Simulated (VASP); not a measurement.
# P (Cmce) in VASP: notebook, part 2 of 2

VASP 6.6.1. The steps go on from the part before.

### Step 3. Density of states, PBEsol

The input, POSCAR:

```
P
1.0
    1.6477431241     -5.4650377251      0.0000000000
    1.6477431241      5.4650377251      0.0000000000
    0.0000000000      0.0000000000      4.5436355900
P
4
Direct
    0.9041431300      0.0958568700      0.5888151700
    0.0958568700      0.9041431300      0.4111848300
    0.5958568700      0.4041431300      0.0888151700
    0.4041431300      0.5958568700      0.9111848300
```

The input, INCAR.step1:

```
  ALGO = Normal
  EDIFF = 1E-6
  ENCUT = 520
  GGA = PS
  ISIF = 2
  ISMEAR = -1
  LASPH = True
  LCHARG = True
  LREAL = False
  LWAVE = False
  NBANDS = 18
  NELM = 80
  PREC = Accurate
  SIGMA = 0.05
```

The input, KPOINTS.step1:

```
k-points
0
Gamma
  5 5 4
```

The input, INCAR.step2:

```
  ALGO = Normal
  EDIFF = 1E-6
  ENCUT = 520
  GGA = PS
  ICHARG = 11
  ISIF = 2
  ISMEAR = -5
  LASPH = True
  LCHARG = False
  LORBIT = 11
  LREAL = False
  LWAVE = False
  NBANDS = 18
  NEDOS = 1001
  NELM = 80
  PREC = Accurate
  SIGMA = 0.05
```

The input, KPOINTS.step2:

```
k-points
0
Gamma
  8 8 6
```

Potentials or basis: VASP PAW PBE potentials, release 64 (P).

On the command line:

```bash
$ cat potpaw_PBE.64/P/POTCAR > POTCAR
$ cp INCAR.step1 INCAR
$ cp KPOINTS.step1 KPOINTS
$ mpirun -np 1 vasp_std > vasp.out
$ cp INCAR.step2 INCAR
$ cp KPOINTS.step2 KPOINTS
$ mpirun -np 1 vasp_std > vasp.out
```

OUTCAR:

```text
EDIFF = 1E-6
   ENCUT = 520
   GGA = PS
   ICHARG = 11
   ISIF = 2
   ISMEAR = -5
   LASPH = True
   LORBIT = 11
   LREAL = False
   NELM = 80
   PREC = Accurate

 ion  position               nearest neighbor table
   1  0.904  0.096  0.589-   4 2.20   4 2.20   2 2.25
   2  0.096  0.904  0.411-   3 2.20   3 2.20   1 2.25
   3  0.596  0.404  0.089-   2 2.20   2 2.20   4 2.25
   4  0.404  0.596  0.911-   1 2.20   1 2.20   3 2.25

  LATTYP: Found a base centered orthorhombic cell.
 ALAT       =     3.2954862482
 B/A-ratio  =     3.3166806435
 C/A-ratio  =     1.3787451222

  Lattice vectors:

 A1 = (   1.6477431241,  -5.4650377251,   0.0000000000)
 A2 = (   1.6477431241,   5.4650377251,   0.0000000000)
 A3 = (   0.0000000000,   0.0000000000,   4.5436355900)

Analysis of symmetry for initial positions (statically):
=====================================================================
 Subroutine PRICEL returns:
 Original cell was already a primitive cell.

 Routine SETGRP: Setting up the symmetry group for a
 base centered orthorhombic supercell.

 Subroutine GETGRP returns: Found  8 space group operations
 (whereof  4 operations were pure point group operations)
 out of a pool of  8 trial point group operations.

The static configuration has the point symmetry C_2h.
 The point group associated with its full space group is D_2h.

Analysis of symmetry for dynamics (positions and initial velocities):
=====================================================================
 Subroutine PRICEL returns:
 Original cell was already a primitive cell.

 Routine SETGRP: Setting up the symmetry group for a
 base centered orthorhombic supercell.

 Subroutine GETGRP returns: Found  8 space group operations
 (whereof  4 operations were pure point group operations)
 out of a pool of  8 trial point group operations.

The dynamic configuration has the point symmetry C_2h.
 The point group associated with its full space group is D_2h.

 Subroutine INISYM returns: Found  8 space group operations
 (whereof  4 operations are pure point group operations),
 and found     1 'primitive' translations

----------------------------------------------------------------------------------------

                                     Primitive cell

  volume of cell :      81.8307

  direct lattice vectors                    reciprocal lattice vectors
     1.647743124 -5.465037725  0.000000000     0.303445357 -0.091490677  0.000000000
     1.647743124  5.465037725  0.000000000     0.303445357  0.091490677  0.000000000
     0.000000000  0.000000000  4.543635590     0.000000000  0.000000000  0.220088073

  length of vectors
     5.708037731  5.708037731  4.543635590     0.316937894  0.316937894  0.220088073

  position of ions in fractional coordinates (direct lattice)
     0.904143130  0.095856870  0.588815170
     0.095856870  0.904143130  0.411184830
     0.595856870  0.404143130  0.088815170
     0.404143130  0.595856870  0.911184830

[... 31 lines left out ...]
 ===========================================

 Found     84 irreducible k-points:

 Following reciprocal coordinates:
            Coordinates               Weight
  0.000000  0.000000  0.000000      1.000000
  0.125000  0.000000  0.000000      4.000000
  0.250000  0.000000  0.000000      4.000000
  0.375000  0.000000  0.000000      4.000000
  0.500000  0.000000  0.000000      2.000000
  0.125000  0.125000  0.000000      2.000000
[... 16 lines left out ...]
  0.125000  0.000000  0.166667      8.000000
  0.250000  0.000000  0.166667      8.000000
 [... further k-points ...]
   k-points           NKPTS =     84   k-points in BZ     NKDIM =     84   number of bands    NBANDS=     18
   number of dos      NEDOS =   1001   number of ions     NIONS =      4
   total plane-waves  NPLWV =  63504
   dimension x,y,z NGX =    42 NGY =   42 NGZ =   36
   dimension x,y,z NGXF=    84 NGYF=   84 NGZF=   72
   ions per type =               4
   NGX,Y,Z   is equivalent  to a cutoff of  12.23, 12.23, 13.17 a.u.
   NGXF,Y,Z  is equivalent  to a cutoff of  24.46, 24.46, 26.34 a.u.
 SYSTEM =  unknown system
   PREC   = accura    normal or accurate (medium, high low for compatibility)
   ISTART =      0    job   : 0-new  1-cont  2-samecut
   ICHARG =     11    charge: 1-file 2-atom 10-const
   ISPIN  =      1    spin polarized calculation?
   LNONCOLLINEAR =      F non collinear calculations
   LSORBIT =      F    spin-orbit coupling
   LASPH  =      T    aspherical Exc in radial PAW
   ENCUT  =  520.0 eV  38.22 Ry    6.18 a.u.  10.61 10.61  8.45*2*pi/ulx,y,z
   NELM   =     80;   NELMIN=  2; NELMDL=  0     # of ELM steps
   EDIFF  = 0.1E-05   stopping-criterion for ELM
   LREAL  =      F    real-space projection
   EDIFFG = 0.1E-04   stopping-criterion for IOM
   NSW    =      0    number of steps for IOM
   IBRION =     -1    ionic relax: 0-MD 1-quasi-New 2-CG
   NFREE  =      0    steps in history (QN), initial steepest desc. (CG)
   ISIF   =      2    stress and relaxation
   ISYM   =      2    0-nonsym 1-usesym 2-fastsym
   POTIM  = 0.5000    time-step for ionic-motion
   TEBEG  =    0.0;   TEEND  =   0.0 temperature during run
   PSTRESS=    0.0 pullay stress
   NELECT =      20.0000    total number of electrons
   NUPDOWN=      -1.0000    fix difference up-down
   EMIN   =  10.00;   EMAX   =-10.00  energy-range for DOS
   EFERMI =   0.00;   METHOD = LEGACY
   ISMEAR =    -5;   SIGMA  =   0.05  broadening in eV -4-tet -1-fermi 0-gaus
   EFERMI_NEDOS =   21; number of points for ismear=-14 and -15
   IALGO  =     38    algorithm
   IMIX   =      4    mixing-type and parameters
     AMIX     =   0.40;   BMIX     =  1.00
     AMIX_MAG =   1.60;   BMIX_MAG =  1.00
  volume/ion in A,a.u.               =      20.46       138.06
  Fermi-wavevector in a.u.,A,eV,Ry     =   1.023559  1.934246 14.254450  1.047673
  Thomas-Fermi vector in A             =   2.157299
   LORBIT       =     11    0 simple, 1 ext, 2 COOP (PROOUT), +10 PAW based schemes
   GGA     = PS    functional components
   LHFCALC =     F    Hartree Fock is set to
   AEXX    =    0.0000 exact exchange contribution
   IVDW    =     0    specifies the selected vdW correction
   LEPSILON=     F    determine dielectric tensor
   LRPA    =     F    only Hartree local field effects (RPA)
 non-spin polarized calculation
 Fermi weights with tetrahedron method with Bloechl corrections
  energy-cutoff  :      520.00
  volume of cell :       81.83
 maximum number of plane-waves:      2226

 number of electron      20.0000004 magnetization

 Free energy of the ion-electron system (eV)
  ---------------------------------------------------
  ext. energy  EPLUGINS =         0.00000000
  ---------------------------------------------------
  free energy    TOTEN  =       -22.97138658 eV

  energy without entropy =      -22.97138658  energy(sigma->0) =      -22.97138658

 E-fermi :   5.8643     XC(G=0):  -9.5869

 val. band max:        5.8536677597   @ k =   0.5000   0.5000   0.0000
 cond. band min:       5.8699626608   @ k =   0.5000   0.5000   0.0000
 fundamental gap:      0.0162949011
 Fermi energy:         5.8643126507

 k-point     1 :       0.0000    0.0000    0.0000
  band No.  band energies     occupation
      1     -10.0058      2.00000
      2      -7.2422      2.00000
      3      -3.9633      2.00000
      4      -0.9963      2.00000
      5       0.8755      2.00000
      6       0.8953      2.00000
[... 481 lines left out ...]
      5      -0.4850      2.00000
      6      -0.0407      2.00000
[... 10 lines left out ...]
     17      11.2950      0.00000
     18      12.5505      0.00000

 [... further k-points ...]
[... 5 lines left out ...]
  --------------------------------------------------------------------------------------
  -------------------------------------------------------------------------------------
  Total       -0.5983922     -0.2961819     -0.3194695      0.0000000      0.0000000      0.0000000
  in kB      -11.7160269     -5.7989983     -6.2549505      0.0000000      0.0000000      0.0000000
  external PRESSURE =      -7.9233252 kB  Pullay stress =       0.0000000 kB

 VOLUME and BASIS-vectors are now :
 -----------------------------------------------------------------------------
  energy-cutoff  :      520.00
  volume of cell :       81.83
      direct lattice vectors                 reciprocal lattice vectors
     1.647743124 -5.465037725  0.000000000     0.303445357 -0.091490677  0.000000000
     1.647743124  5.465037725  0.000000000     0.303445357  0.091490677  0.000000000
     0.000000000  0.000000000  4.543635590     0.000000000  0.000000000  0.220088073

 POSITION                                       TOTAL-FORCE (eV/Angst)
 -----------------------------------------------------------------------------------
      1.64774     -4.41731      2.67536         0.000000      0.096396     -0.261223
      1.64774      4.41731      1.86827         0.000000     -0.096396      0.261223
      1.64774     -1.04772      0.40354         0.000000     -0.096396     -0.261223
      1.64774      1.04772      4.14009         0.000000      0.096396      0.261223
 -----------------------------------------------------------------------------------
    total drift:                               -0.000000     -0.000000      0.000000

  FREE ENERGIE OF THE ION-ELECTRON SYSTEM (eV)
  ---------------------------------------------------
  free  energy   TOTEN  =       -22.9713865779 eV

  energy  without entropy=      -22.9713865779  energy(sigma->0) =      -22.97138658

 total charge

# of ion       s       p       d       tot
------------------------------------------
    1        1.075   1.380   0.000   2.455
    2        1.075   1.380   0.000   2.455
    3        1.075   1.380   0.000   2.455
    4        1.075   1.380   0.000   2.455
--------------------------------------------------
tot          4.298   5.521   0.000   9.820
```

Wall time 93 s (1 thread of AMD EPYC 7R13 (Zen 3), shared host); peak memory 0.22 GiB.

What came out:

- Valence electrons inside the program's atomic spheres: P 2.46

Levels at points of the mesh, in eV from the valence-band top:
```csv
k point,band 6,band 7,band 8,band 9,band 10,band 11,band 12,band 13,band 14,band 15
"(0.00, 0.00, 0.00)",-4.96,-4.10,-2.86,-2.59,-1.25,0.48,0.91,1.82,2.78,5.36
"(0.50, 0.00, 0.00)",-5.64,-3.44,-3.44,-2.71,-2.71,0.56,0.56,1.37,1.37,3.24
"(0.50, 0.50, 0.00)",-5.52,-4.20,-2.43,-1.63,0.00,0.02,0.67,2.04,2.67,5.00
"(0.00, 0.00, 0.50)",-4.48,-3.30,-3.30,-1.70,-1.70,1.35,1.35,2.84,2.84,4.53
"(0.50, 0.00, 0.50)",-5.73,-5.38,-5.38,-1.85,-1.85,1.56,1.56,3.37,3.37,4.85
"(0.50, 0.50, 0.50)",-3.33,-2.82,-2.82,-2.02,-2.02,1.32,1.32,2.47,2.47,3.10
```

Caveat: the PAW data sets were made with another functional, which shifts forces and pressure a little.
